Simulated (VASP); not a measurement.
# Ag7Br8 (a cell with a defect) in VASP: further runs

The runs below take Ag7Br8 (a cell with a defect) through single point, with PBE.

Everything below comes from runs of VASP 6.6.1. Logs are shortened: lines on timing, memory, paths and dates and some standing lists are left out, and cuts for length are marked.

**1. The cell of the first run**

The cell holds a defect, 15 atoms: a = 8.344 Å, b = 8.344 Å, c = 8.344 Å, α = 60.00°, β = 60.00°, γ = 60.00°.

**2. Single point, PBE**

INCAR

```
  PREC = Accurate
  ENCUT = 520
  EDIFF = 1E-6
  ISMEAR = -1
  SIGMA = 0.05
  LREAL = Auto
  LASPH = T
  NELM = 100
  ALGO = Normal
  ISIF = 2
  LWAVE = F
  LCHARG = T
  GGA = PE
  LELF = T
  LVHAR = T
  NELECT = 134.0
  NBANDS = 80
```

KPOINTS

```
regular mesh
0
Gamma
  1 1 1
```

POSCAR

```
Ag7Br8
1.0
    0.0000000000      5.9000260000      5.9000260000
    5.9000260000      0.0000000000      5.9000260000
    5.9000260000      5.9000260000      0.0000000000
Ag Br
7 8
Direct
   -0.0204490624      0.0131440099      0.0573641540
    0.0014491462      0.0624997246      0.4735487606
   -0.0524997686      0.5365315339     -0.0012457572
   -0.0167456889      0.5554043321      0.4711674152
    0.3821423838     -0.0148897649      0.5924126436
    0.4797860213      0.5012435538     -0.0098389397
    0.4915063086      0.5018621952      0.4622860984
    0.2646344270      0.2609225790      0.2725496464
    0.2091346716      0.2185753080      0.8199794374
    0.3482188045      0.6899461121      0.1936093163
    0.1781178591      0.7860812817      0.7350476083
    0.8110557479      0.2325159245      0.2506175397
    0.6869461253      0.3518120090      0.7061833287
    0.7387594563      0.8394878260      0.1417112399
    0.6944037196      0.8017591787      0.6636072451
```

Potentials or basis: VASP PAW PBE potentials, release 64 (Ag, Br).

Launch:

```sh
> cat potpaw_PBE.64/Ag/POTCAR potpaw_PBE.64/Br/POTCAR > POTCAR
> mpirun -np 1 vasp_gam > vasp.out
```

OUTCAR:

```text
PREC = Accurate
   ENCUT = 520
   EDIFF = 1E-6
   ISMEAR = -1
   LREAL = Auto
   LASPH = T
   NELM = 100
   ISIF = 2
   GGA = PE
   NELECT = 134.0

 ion  position               nearest neighbor table
   1  0.980  0.013  0.057-  12 2.46   9 2.57  14 2.67  10 3.19
   2  0.001  0.062  0.474-  12 2.46  11 2.65   8 2.75  13 3.12   5 3.46
   3  0.948  0.537  0.999-  12 2.70  14 2.72  11 2.84   9 2.99
   4  0.983  0.555  0.471-  15 2.66   8 2.95  13 2.98  10 3.11
   5  0.382  0.985  0.592-  11 2.43  15 2.48   8 2.76   9 2.76   2 3.46
   6  0.480  0.501  0.990-  10 2.38  13 2.62   8 2.73  15 3.11
   7  0.492  0.502  0.462-  10 2.49  13 2.66  12 2.92
   8  0.265  0.261  0.273-   6 2.73   2 2.75   5 2.76   4 2.95
   9  0.209  0.219  0.820-   1 2.57   5 2.76   3 2.99
  10  0.348  0.690  0.194-   6 2.38   7 2.49   4 3.11   1 3.19
  11  0.178  0.786  0.735-   5 2.43   2 2.65   3 2.84
  12  0.811  0.233  0.251-   1 2.46   2 2.46   3 2.70   7 2.92
  13  0.687  0.352  0.706-   6 2.62   7 2.66   4 2.98   2 3.12
  14  0.739  0.839  0.142-   1 2.67   3 2.72
  15  0.694  0.802  0.664-   5 2.48   4 2.66   6 3.11

  LATTYP: Found a face centered cubic cell.
 ALAT       =    11.8000520000

  Lattice vectors:

 A1 = (   0.0000000000,   5.9000260000,   5.9000260000)
 A2 = (   5.9000260000,   0.0000000000,   5.9000260000)
 A3 = (   5.9000260000,   5.9000260000,   0.0000000000)

Analysis of symmetry for initial positions (statically):
=====================================================================
 Subroutine PRICEL returns:
 Original cell was already a primitive cell.

 Routine SETGRP: Setting up the symmetry group for a
 face centered cubic supercell.

 Subroutine GETGRP returns: Found  1 space group operations
 (whereof  1 operations were pure point group operations)
 out of a pool of 48 trial point group operations.

The static configuration has the point symmetry C_1 .

Analysis of symmetry for dynamics (positions and initial velocities):
=====================================================================
 Subroutine PRICEL returns:
 Original cell was already a primitive cell.

 Routine SETGRP: Setting up the symmetry group for a
 face centered cubic supercell.

 Subroutine GETGRP returns: Found  1 space group operations
 (whereof  1 operations were pure point group operations)
 out of a pool of 48 trial point group operations.

The dynamic configuration has the point symmetry C_1 .

 Subroutine INISYM returns: Found  1 space group operations
 (whereof  1 operations are pure point group operations),
 and found     1 'primitive' translations

----------------------------------------------------------------------------------------

                                     Primitive cell

  volume of cell :     410.7634

  direct lattice vectors                    reciprocal lattice vectors
     0.000000000  5.900026000  5.900026000    -0.084745389  0.084745389  0.084745389
     5.900026000  0.000000000  5.900026000     0.084745389 -0.084745389  0.084745389
     5.900026000  5.900026000  0.000000000     0.084745389  0.084745389 -0.084745389

  length of vectors
     8.343896788  8.343896788  8.343896788     0.146783320  0.146783320  0.146783320

  position of ions in fractional coordinates (direct lattice)
     0.979550938  0.013144010  0.057364154
     0.001449146  0.062499725  0.473548761
     0.947500231  0.536531534  0.998754243
     0.983254311  0.555404332  0.471167415
     0.382142384  0.985110235  0.592412644
     0.479786021  0.501243554  0.990161060
     0.491506309  0.501862195  0.462286098
     0.264634427  0.260922579  0.272549646
     0.209134672  0.218575308  0.819979437
     0.348218805  0.689946112  0.193609316
     0.178117859  0.786081282  0.735047608
     0.811055748  0.232515924  0.250617540
     0.686946125  0.351812009  0.706183329
     0.738759456  0.839487826  0.141711240
     0.694403720  0.801759179  0.663607245

  ion indices of the primitive-cell ions
   primitive index   ion index
                 1           1
                 2           2
                 3           3
                 4           4
                 5           5
                 6           6
                 7           7
                 8           8
                 9           9
                10          10
                11          11
                12          12
                13          13
                14          14
                15          15

----------------------------------------------------------------------------------------

 KPOINTS: regular mesh

Automatic generation of k-mesh.
 Grid dimensions read from file:
 generate k-points for:    1    1    1

 Generating k-lattice:

  Cartesian coordinates                     Fractional coordinates (reciprocal lattice)
    -0.084745389  0.084745389  0.084745389     1.000000000  0.000000000  0.000000000
     0.084745389 -0.084745389  0.084745389     0.000000000  1.000000000  0.000000000
     0.084745389  0.084745389 -0.084745389     0.000000000  0.000000000  1.000000000

  Length of vectors
     0.146783320  0.146783320  0.146783320

  Shift w.r.t. Gamma in fractional coordinates (k-lattice)
     0.000000000  0.000000000  0.000000000

 Subroutine IBZKPT returns following result:
 ===========================================

 Found      1 irreducible k-points:

 Following reciprocal coordinates:
            Coordinates               Weight
  0.000000  0.000000  0.000000      1.000000
   k-points           NKPTS =      1   k-points in BZ     NKDIM =      1   number of bands    NBANDS=     80
   number of dos      NEDOS =    301   number of ions     NIONS =     15
   total plane-waves  NPLWV = 262144
   dimension x,y,z NGX =    64 NGY =   64 NGZ =   64
   dimension x,y,z NGXF=   128 NGYF=  128 NGZF=  128
   ions per type =               7   8
   NGX,Y,Z   is equivalent  to a cutoff of  12.75, 12.75, 12.75 a.u.
   NGXF,Y,Z  is equivalent  to a cutoff of  25.50, 25.50, 25.50 a.u.
 SYSTEM =  unknown system
   PREC   = accura    normal or accurate (medium, high low for compatibility)
   ISTART =      0    job   : 0-new  1-cont  2-samecut
   ICHARG =      2    charge: 1-file 2-atom 10-const
   ISPIN  =      1    spin polarized calculation?
   LNONCOLLINEAR =      F non collinear calculations
   LSORBIT =      F    spin-orbit coupling
   LASPH  =      T    aspherical Exc in radial PAW
   ENCUT  =  520.0 eV  38.22 Ry    6.18 a.u.  15.51 15.51 15.51*2*pi/ulx,y,z
   NELM   =    100;   NELMIN=  2; NELMDL= -5     # of ELM steps
   EDIFF  = 0.1E-05   stopping-criterion for ELM
   LREAL  =      T    real-space projection
   EDIFFG = 0.1E-04   stopping-criterion for IOM
   NSW    =      0    number of steps for IOM
   IBRION =     -1    ionic relax: 0-MD 1-quasi-New 2-CG
   NFREE  =      0    steps in history (QN), initial steepest desc. (CG)
   ISIF   =      2    stress and relaxation
   ISYM   =      2    0-nonsym 1-usesym 2-fastsym
   POTIM  = 0.5000    time-step for ionic-motion
   TEBEG  =    0.0;   TEEND  =   0.0 temperature during run
   PSTRESS=    0.0 pullay stress
   NELECT =     134.0000    total number of electrons
   NUPDOWN=      -1.0000    fix difference up-down
   EMIN   =  10.00;   EMAX   =-10.00  energy-range for DOS
   EFERMI =   0.00;   METHOD = LEGACY
   ISMEAR =    -1;   SIGMA  =   0.05  broadening in eV -4-tet -1-fermi 0-gaus
   EFERMI_NEDOS =   21; number of points for ismear=-14 and -15
   IALGO  =     38    algorithm
   IMIX   =      4    mixing-type and parameters
     AMIX     =   0.40;   BMIX     =  1.00
     AMIX_MAG =   1.60;   BMIX_MAG =  1.00
  volume/ion in A,a.u.               =      27.38       184.80
  Fermi-wavevector in a.u.,A,eV,Ry     =   1.126970  2.129665 17.280246  1.270062
  Thomas-Fermi vector in A             =   2.263655
   LORBIT       =      0    0 simple, 1 ext, 2 COOP (PROOUT), +10 PAW based schemes
   GGA     = PE    functional components
   LHFCALC =     F    Hartree Fock is set to
   AEXX    =    0.0000 exact exchange contribution
   IVDW    =     0    specifies the selected vdW correction
   LEPSILON=     F    determine dielectric tensor
   LRPA    =     F    only Hartree local field effects (RPA)
 non-spin polarized calculation
  energy-cutoff  :      520.00
  volume of cell :      410.76
 maximum number of plane-waves:      5509
 NGX is ok and might be reduce to    64
   NGX = 31   NGY = 31   NGZ = 31

 number of electron     134.0000004 magnetization

 Free energy of the ion-electron system (eV)
  ---------------------------------------------------
  ext. energy  EPLUGINS =         0.00000000
  ---------------------------------------------------
  free energy    TOTEN  =       -30.46413551 eV

  energy without entropy =      -30.46411016  energy(sigma->0) =      -30.46412283

 E-fermi :   2.8997     XC(G=0):  -8.9953

 val. band max:        2.3196397653   @ k =   0.0000   0.0000   0.0000
 cond. band min:       3.4752655067   @ k =   0.0000   0.0000   0.0000
 fundamental gap:      1.1556257414
 Fermi energy:         2.8996612795

 k-point     1 :       0.0000    0.0000    0.0000
  band No.  band energies     occupation
      1     -12.8345      2.00000
      2     -12.6534      2.00000
      3     -12.3578      2.00000
      4     -12.0887      2.00000
      5     -11.9493      2.00000
      6     -11.7819      2.00000
[... 71 lines left out ...]
     78       8.1742      0.00000
     79       8.3196      0.00000
 [bands above 79 left out]

------------------------ aborting loop because EDIFF is reached ----------------------------------------

  FORCE on cell =-STRESS in cart. coord.  units (eV):
  Direction    XX          YY          ZZ          XY          YZ          ZX
  --------------------------------------------------------------------------------------
  -------------------------------------------------------------------------------------
  Total       23.7158903     18.3091252     24.0096801      0.8705697      1.2127386      0.2128688
  in kB       92.5035165     71.4145007     93.6494398      3.3956454      4.7302708      0.8302921
  external PRESSURE =      85.8558190 kB  Pullay stress =       0.0000000 kB

 VOLUME and BASIS-vectors are now :
 -----------------------------------------------------------------------------
  energy-cutoff  :      520.00
  volume of cell :      410.76
      direct lattice vectors                 reciprocal lattice vectors
     0.000000000  5.900026000  5.900026000    -0.084745389  0.084745389  0.084745389
     5.900026000  0.000000000  5.900026000     0.084745389 -0.084745389  0.084745389
     5.900026000  5.900026000  0.000000000     0.084745389  0.084745389 -0.084745389

 POSITION                                       TOTAL-FORCE (eV/Angst)
 -----------------------------------------------------------------------------------
      0.41600      6.11783      5.85693        -1.387299     -0.302726     -0.864285
      3.16270      2.80250      0.37730         0.033268      0.862034     -0.338761
      9.05823     11.48295      8.75583         0.191105      0.009779     -0.015069
      6.05680      8.58113      9.07813        -0.217439     -0.062847      0.016277
      9.30743      5.74990      8.06683         0.161280     -0.433625      1.299708
      8.79933      8.67273      5.78810        -1.633488     -0.284135      0.143465
      5.68850      5.62740      5.86090         0.468236      0.705409     -0.048357
      3.14750      3.16940      3.10080         0.700759      0.392956     -0.131084
      6.12750      6.07180      2.52350         0.380824     -0.139523      0.442374
      5.21300      3.19680      6.12520         1.249478      0.175064      0.110186
      8.97470      5.38770      5.68880        -0.724397     -0.809391     -1.750854
      2.85050      6.26390      6.15710         1.502604     -0.172049      0.096816
      6.24220      8.21950      6.12870         0.068182     -0.588476     -0.018154
      5.78910      5.19480      9.31170        -0.240965      0.065381      0.321355
      8.64570      8.01230      8.82740        -0.552147      0.582148      0.736383
 -----------------------------------------------------------------------------------
    total drift:                               -0.000429     -0.005681     -0.001220

  FREE ENERGIE OF THE ION-ELECTRON SYSTEM (eV)
  ---------------------------------------------------
  free  energy   TOTEN  =       -30.4641355080 eV

  energy  without entropy=      -30.4641101576  energy(sigma->0) =      -30.46412283
```

Wall time 52 s (1 thread of Intel Xeon Platinum 8488C (Sapphire Rapids), shared host); peak memory 0.54 GiB.

What came out:

```yaml
Free_energy: -30.4641 eV
Largest_force: 2.060 eV/Å
```

Forces on the atoms (eV/Å):
```
Ag  -1.387 -0.303 -0.864
Ag   0.033  0.862 -0.339
Ag   0.191  0.010 -0.015
Ag  -0.217 -0.063  0.016
Ag   0.161 -0.434  1.300
Ag  -1.633 -0.284  0.143
Ag   0.468  0.705 -0.048
Br   0.701  0.393 -0.131
Br   0.381 -0.140  0.442
Br   1.249  0.175  0.110
Br  -0.724 -0.809 -1.751
Br   1.503 -0.172  0.097
Br   0.068 -0.588 -0.018
Br  -0.241  0.065  0.321
Br  -0.552  0.582  0.736
```

Caveat: the k points lie up to 0.92 Å⁻¹ apart; the cell carries a net charge on a neutralising background, which shifts energy and pressure; the cell is charged against a uniform background, so pressure and absolute levels hang on convention.

(Continued in part 2 of 2.)
